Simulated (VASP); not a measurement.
Wanted: the native input for a VASP 6.6.1 run.

| Item | Value |
| --- | --- |
| Task | single point |
| Functional | HSE06 |
| Potentials or basis | VASP PAW PBE potentials, release 64 (W_sv, C) |
| Cutoff | 520 eV |
| k mesh | 6 × 6 × 6 |
| Occupations | fermi-dirac, width 0.05 eV |
| Spin | no spin polarisation |
| Dipole correction | no |
| Grid for exact exchange (PRECFOCK) | Normal |
| Further INCAR settings | ALGO = Normal; EDIFF = 1e-07; NBANDS = 16 |
| Share of exact exchange | 0.25 |
| Screening parameter | 0.2079 1/Å |

Crystal: WC.

```
W C
1.0
     2.84717    0.00000    0.00000
    -1.42358    2.46572    0.00000
     0.00000    0.00000    2.77869
W C
1 1
Direct
  0.00000 0.00000 0.00000
  0.66667 0.33333 0.50000
```

One way to write it, as run:

POSCAR

```
WC
1.0
    2.8471670250      0.0000000000      0.0000000000
   -1.4235835125      2.4657189725      0.0000000000
    0.0000000000      0.0000000000      2.7786939560
W C
1 1
Direct
    0.0000000000      0.0000000000      0.0000000000
    0.6666666667      0.3333333333      0.5000000000
```

INCAR.step1

```
SYSTEM = WC
PREC = Accurate
ENCUT = 520
EDIFF = 1E-5
ISMEAR = -1
SIGMA = 0.05
LREAL = .FALSE.
LASPH = .TRUE.
NELM = 100
ALGO = Normal
ISIF = 2
LWAVE = .TRUE.
LCHARG = .FALSE.
NBANDS = 16
GGA = PE
```

INCAR.step2

```
SYSTEM = WC
PREC = Accurate
ENCUT = 520
EDIFF = 1E-7
ISMEAR = -1
SIGMA = 0.05
LREAL = .FALSE.
LASPH = .TRUE.
NELM = 100
ALGO = Normal
ISIF = 2
LWAVE = .FALSE.
LCHARG = .FALSE.
GGA = PE
LHFCALC = .TRUE.
HFSCREEN = 0.2079
PRECFOCK = Normal
NBANDS = 16
ISTART = 1
```

KPOINTS

```
regular mesh
0
G
  6 6 6
  0 0 0
```

Potentials or basis: VASP PAW PBE potentials, release 64 (W_sv, C).

Run with:

```console
$ cat potpaw_PBE.64/W_sv/POTCAR potpaw_PBE.64/C/POTCAR > POTCAR
$ cp INCAR.step1 INCAR
$ mpirun -np 1 vasp_std > vasp.out
$ cp INCAR.step2 INCAR
$ mpirun -np 1 vasp_std > vasp.out
```

Results of the run:

* Pressure: 26.0 GPa
* Band gap on the k mesh: zero (bands 9 and 10 overlap by 1.61 eV)

Caveat: the k points lie up to 0.42 Å⁻¹ apart, too coarse for converged energies and pressures of a metal; the PAW data sets were made with another functional, which shifts forces and pressure a little; spin-orbit coupling is left out, which moves the levels of the heavy elements.

Run time: 74 min on 1 thread of AMD EPYC 7R13, with other jobs on the host, peak memory 0.23 GiB.
